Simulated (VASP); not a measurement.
# Hf (I4/mmm) in VASP: single point with r2SCAN

Aim: the single point of Hf with r2SCAN.

Program: VASP 6.6.1. These are calculated values, not measurements. Logs are shortened: lines on timing, memory, paths and dates and some standing lists are left out, and cuts for length are marked.

### 1 The cell of the first run

Symmetry: I4/mmm, No. 139, tetragonal system. The conventional cell has a = 4.167 Å, b = 4.167 Å, c = 2.709 Å, α = 90.00°, β = 90.00°, γ = 90.00°. Hf (site symmetry 4/mmm) has 10 Hf at 2.71 to 3.24 Å within 3.6 Å.

### 2 Single point, r2SCAN

POSCAR

```
Hf
1.0
   -2.0837202902      2.0837202902      1.3544181887
    2.0837202902     -2.0837202902      1.3544181887
    2.0837202902      2.0837202902     -1.3544181887
Hf
1
Direct
    0.0000000000      0.0000000000      0.0000000000
```

INCAR.step1

```
SYSTEM = Hf
PREC = Accurate
ENCUT = 520
ISMEAR = 0
SIGMA = 0.15
LREAL = .False.
LASPH = .True.
NELM = 100
NBANDS = 11
GGA = PE
ALGO = Normal
EDIFF = 1E-4
LWAVE = .True.
LCHARG = .False.
```

INCAR.step2

```
SYSTEM = Hf
PREC = Accurate
ENCUT = 520
EDIFF = 1E-7
ISMEAR = 0
SIGMA = 0.15
LREAL = .False.
LASPH = .True.
NELM = 100
ALGO = Normal
ISIF = 2
LWAVE = .False.
LCHARG = .False.
METAGGA = R2SCAN
LMIXTAU = .True.
NBANDS = 11
ISTART = 1
```

KPOINTS

```
regular mesh
0
Gamma
  20 20 20
  0 0 0
```

Potentials or basis: VASP PAW PBE potentials, release 64 (Hf_pv).

On the command line:

```
cat potpaw_PBE.64/Hf_pv/POTCAR > POTCAR
cp INCAR.step1 INCAR
mpirun -np 1 vasp_std > vasp.out
cp INCAR.step2 INCAR
mpirun -np 1 vasp_std > vasp.out
```

OUTCAR:

```text
SYSTEM = Hf
   PREC = Accurate
   ENCUT = 520
   EDIFF = 1E-7
   ISMEAR = 0
   LREAL = .False.
   LASPH = .True.
   NELM = 100
   ISIF = 2
   METAGGA = R2SCAN
   ISTART = 1

 ion  position               nearest neighbor table
   1  0.000  0.000  0.000-

  LATTYP: Found a body centered tetragonal cell.
 ALAT       =     4.1674405804
 C/A-ratio  =     0.6500000000

  Lattice vectors:

 A1 = (  -2.0837202902,   2.0837202902,   1.3544181887)
 A2 = (   2.0837202902,  -2.0837202902,   1.3544181887)
 A3 = (   2.0837202902,   2.0837202902,  -1.3544181887)

Analysis of symmetry for initial positions (statically):
=====================================================================
 Subroutine PRICEL returns:
 Original cell was already a primitive cell.

 Routine SETGRP: Setting up the symmetry group for a
 body centered tetragonal supercell.

 Subroutine GETGRP returns: Found 16 space group operations
 (whereof 16 operations were pure point group operations)
 out of a pool of 16 trial point group operations.

The static configuration has the point symmetry D_4h.

Analysis of symmetry for dynamics (positions and initial velocities):
=====================================================================
 Subroutine PRICEL returns:
 Original cell was already a primitive cell.

 Routine SETGRP: Setting up the symmetry group for a
 body centered tetragonal supercell.

 Subroutine GETGRP returns: Found 16 space group operations
 (whereof 16 operations were pure point group operations)
 out of a pool of 16 trial point group operations.

The dynamic configuration has the point symmetry D_4h.

 Subroutine INISYM returns: Found 16 space group operations
 (whereof 16 operations are pure point group operations),
 and found     1 'primitive' translations

----------------------------------------------------------------------------------------

                                     Primitive cell

  volume of cell :      23.5229

  direct lattice vectors                    reciprocal lattice vectors
    -2.083720290  2.083720290  1.354418189     0.000000000  0.239955431  0.369162201
     2.083720290 -2.083720290  1.354418189     0.239955431  0.000000000  0.369162201
     2.083720290  2.083720290 -1.354418189     0.239955431  0.239955431  0.000000000

  length of vectors
     3.243181945  3.243181945  3.243181945     0.440294606  0.440294606  0.339348225

  position of ions in fractional coordinates (direct lattice)
     0.000000000  0.000000000  0.000000000

  ion indices of the primitive-cell ions
   primitive index   ion index
                 1           1

----------------------------------------------------------------------------------------

 KPOINTS: regular mesh

Automatic generation of k-mesh.
 Grid dimensions read from file:
 generate k-points for:   20   20   20

 Generating k-lattice:

  Cartesian coordinates                     Fractional coordinates (reciprocal lattice)
     0.000000000  0.011997772  0.018458110     0.050000000  0.000000000 -0.000000000
     0.011997772  0.000000000  0.018458110     0.000000000  0.050000000 -0.000000000
     0.011997772  0.011997772  0.000000000     0.000000000  0.000000000  0.050000000

  Length of vectors
     0.022014730  0.022014730  0.016967411

  Shift w.r.t. Gamma in fractional coordinates (k-lattice)
     0.000000000  0.000000000  0.000000000

 Subroutine IBZKPT returns following result:
 ===========================================

 Found    641 irreducible k-points:

 Following reciprocal coordinates:
            Coordinates               Weight
  0.000000  0.000000  0.000000      1.000000
  0.050000  0.000000 -0.000000      8.000000
  0.100000  0.000000 -0.000000      8.000000
  0.150000  0.000000  0.000000      8.000000
  0.200000  0.000000 -0.000000      8.000000
  0.250000  0.000000 -0.000000      8.000000
[... 16 lines left out ...]
 -0.400000  0.050000  0.000000     16.000000
 -0.350000  0.050000  0.000000     16.000000
 [... further k-points ...]
   k-points           NKPTS =    641   k-points in BZ     NKDIM =    641   number of bands    NBANDS=     11
   number of dos      NEDOS =    301   number of ions     NIONS =      1
   total plane-waves  NPLWV =  13824
   dimension x,y,z NGX =    24 NGY =   24 NGZ =   24
   dimension x,y,z NGXF=    48 NGYF=   48 NGZF=   48
   ions per type =               1
   NGX,Y,Z   is equivalent  to a cutoff of  12.30, 12.30, 12.30 a.u.
   NGXF,Y,Z  is equivalent  to a cutoff of  24.60, 24.60, 24.60 a.u.
 SYSTEM =  Hf
   PREC   = accura    normal or accurate (medium, high low for compatibility)
   ISTART =      1    job   : 0-new  1-cont  2-samecut
   ICHARG =      0    charge: 1-file 2-atom 10-const
   ISPIN  =      1    spin polarized calculation?
   LNONCOLLINEAR =      F non collinear calculations
   LSORBIT =      F    spin-orbit coupling
   LASPH  =      T    aspherical Exc in radial PAW
   ENCUT  =  520.0 eV  38.22 Ry    6.18 a.u.   6.03  6.03  6.03*2*pi/ulx,y,z
   NELM   =    100;   NELMIN=  2; NELMDL=  0     # of ELM steps
   EDIFF  = 0.1E-06   stopping-criterion for ELM
   LREAL  =      F    real-space projection
   EDIFFG = 0.1E-05   stopping-criterion for IOM
   NSW    =      0    number of steps for IOM
   IBRION =     -1    ionic relax: 0-MD 1-quasi-New 2-CG
   NFREE  =      0    steps in history (QN), initial steepest desc. (CG)
   ISIF   =      2    stress and relaxation
   ISYM   =      2    0-nonsym 1-usesym 2-fastsym
   POTIM  = 0.5000    time-step for ionic-motion
   TEBEG  =    0.0;   TEEND  =   0.0 temperature during run
   PSTRESS=    0.0 pullay stress
   NELECT =      10.0000    total number of electrons
   NUPDOWN=      -1.0000    fix difference up-down
   EMIN   =  10.00;   EMAX   =-10.00  energy-range for DOS
   EFERMI =   0.00;   METHOD = LEGACY
   ISMEAR =     0;   SIGMA  =   0.15  broadening in eV -4-tet -1-fermi 0-gaus
   EFERMI_NEDOS =   21; number of points for ismear=-14 and -15
   IALGO  =     38    algorithm
   IMIX   =      4    mixing-type and parameters
     AMIX     =   0.40;   BMIX     =  1.00
     AMIX_MAG =   1.60;   BMIX_MAG =  1.00
  volume/ion in A,a.u.               =      23.52       158.74
  Fermi-wavevector in a.u.,A,eV,Ry     =   1.230961  2.326179 20.616432  1.515265
  Thomas-Fermi vector in A             =   2.365789
   LORBIT       =      0    0 simple, 1 ext, 2 COOP (PROOUT), +10 PAW based schemes
   METAGGA = R2SCAN    functional components
   LHFCALC =     F    Hartree Fock is set to
   AEXX    =    0.0000 exact exchange contribution
   IVDW    =     0    specifies the selected vdW correction
   LEPSILON=     F    determine dielectric tensor
   LRPA    =     F    only Hartree local field effects (RPA)
 non-spin polarized calculation
 Gauss-broadening in eV      SIGMA  =   0.15
  energy-cutoff  :      520.00
  volume of cell :       23.52
 maximum number of plane-waves:       647
   NGX = 13   NGY = 13   NGZ = 13

 number of electron      10.0000000 magnetization

 Free energy of the ion-electron system (eV)
  ---------------------------------------------------
  ext. energy  EPLUGINS =         0.00000000
  ---------------------------------------------------
  free energy    TOTEN  =       -44.60140562 eV

  energy without entropy =      -44.59403096  energy(sigma->0) =      -44.59771829

 E-fermi :   4.0795     XC(G=0): -11.8664

 val. band max:        4.0788217801   @ k =  -0.2500  -0.3000   0.2500
 cond. band min:       4.0829689312   @ k =  -0.2000   0.2000   0.0000
 fundamental gap:      0.0041471511
 Fermi energy:         4.0794534949

 k-point     1 :       0.0000    0.0000    0.0000
  band No.  band energies     occupation
      1     -27.1029      2.00000
      2     -27.1029      2.00000
      3     -26.5355      2.00000
      4      -3.0338      2.00000
      5       3.3046      2.00000
      6       4.2199      0.18548
      7       9.2287      0.00000
      8       9.2287      0.00000
      9      10.1069      0.00000
     10      16.0449      0.00000
     11      16.0449      0.00000

 k-point     2 :       0.0500    0.0000   -0.0000
  band No.  band energies     occupation
      1     -27.1046      2.00000
      2     -27.1038      2.00000
      3     -26.5834      2.00000
      4      -2.9113      2.00000
      5       3.3606      2.00000
      6       4.3375      0.01496
      7       8.9686      0.00000
      8       8.9793      0.00000
      9      10.0372      0.00000
     10      16.1279      0.00000
     11      16.3621      0.00000

 k-point     3 :       0.1000    0.0000   -0.0000
  band No.  band energies     occupation
      1     -27.1106      2.00000
      2     -27.1064      2.00000
      3     -26.7197      2.00000
      4      -2.5543      2.00000
      5       3.5152      2.00000
      6       4.6772      0.00000
      7       8.3295      0.00000
      8       8.3840      0.00000
      9       9.8706      0.00000
     10      16.1279      0.00000
     11      17.0560      0.00000

 k-point     4 :       0.1500    0.0000    0.0000
  band No.  band energies     occupation
      1     -27.1276      2.00000
      2     -27.1103      2.00000
      3     -26.9188      2.00000
      4      -1.9932      2.00000
      5       3.7191      1.99932
      6       5.1731      0.00000
      7       7.6250      0.00000
      8       7.7238      0.00000
      9       9.6401      0.00000
     10      16.1279      0.00000
     11      17.5457      0.00000
[... 239 lines left out ...]
 k-point    22 :      -0.4500    0.0500   -0.0000
  band No.  band energies     occupation
      1     -28.1711      2.00000
      2     -27.1541      2.00000
      3     -27.1215      2.00000
      4       1.1383      2.00000
      5       2.8282      2.00000
      6       6.0590      0.00000
      7       8.2004      0.00000
      8       9.6104      0.00000
      9      10.6641      0.00000
     10      14.4649      0.00000
     11      16.1279      0.00000

 k-point    23 :      -0.4000    0.0500    0.0000
  band No.  band energies     occupation
      1     -27.9942      2.00000
      2     -27.1600      2.00000
      3     -27.1174      2.00000
      4       0.9340      2.00000
      5       3.1082      2.00000
      6       5.5178      0.00000
      7       8.3492      0.00000
      8       8.8448      0.00000
      9      10.0016      0.00000
     10      14.6704      0.00000
     11      16.1281      0.00000

 k-point    24 :      -0.3500    0.0500    0.0000
  band No.  band energies     occupation
      1     -27.7657      2.00000
      2     -27.1613      2.00000
      3     -27.1116      2.00000
      4       0.4771      2.00000
      5       3.4350      2.00000
      6       5.2588      0.00000
      7       8.0793      0.00000
      8       8.5799      0.00000
      9       9.0424      0.00000
     10      15.3235      0.00000
     11      16.1283      0.00000

 [... further k-points ...]

------------------------ aborting loop because EDIFF is reached ----------------------------------------

  FORCE on cell =-STRESS in cart. coord.  units (eV):
  Direction    XX          YY          ZZ          XY          YZ          ZX
  --------------------------------------------------------------------------------------
  -------------------------------------------------------------------------------------
  Total       -1.8075474     -1.8075474      2.3842925      0.0000000     -0.0000000      0.0000000
  in kB     -123.1143506   -123.1143506    162.3971908      0.0000000     -0.0000000      0.0000000
  external PRESSURE =     -27.9438368 kB  Pullay stress =       0.0000000 kB

 VOLUME and BASIS-vectors are now :
 -----------------------------------------------------------------------------
  energy-cutoff  :      520.00
  volume of cell :       23.52
      direct lattice vectors                 reciprocal lattice vectors
    -2.083720290  2.083720290  1.354418189     0.000000000  0.239955431  0.369162201
     2.083720290 -2.083720290  1.354418189     0.239955431  0.000000000  0.369162201
     2.083720290  2.083720290 -1.354418189     0.239955431  0.239955431  0.000000000

 POSITION                                       TOTAL-FORCE (eV/Angst)
 -----------------------------------------------------------------------------------
      0.00000      0.00000      0.00000        -0.000000      0.000000      0.000000
 -----------------------------------------------------------------------------------
    total drift:                                0.000000      0.000000      0.000000

  FREE ENERGIE OF THE ION-ELECTRON SYSTEM (eV)
  ---------------------------------------------------
  free  energy   TOTEN  =       -44.6014056151 eV

  energy  without entropy=      -44.5940309568  energy(sigma->0) =      -44.59771829
```

It took 2.8 min on 1 thread of Intel Xeon 6975P-C (Granite Rapids), shared host; peak memory 0.28 GiB.

What came out:

```
Free energy            : -44.6014 eV
Pressure               : -2.8 GPa
Band gap on the k mesh : zero (bands 5 and 6 overlap by 1.19 eV)
```

Stress tensor (GPa, compression positive):
```
-12.31   0.00   0.00
  0.00 -12.31   0.00
  0.00   0.00  16.24
```

Caveat: the PAW data sets were made with another functional, which shifts forces and pressure a little; spin-orbit coupling is left out, which moves the levels of the heavy elements.
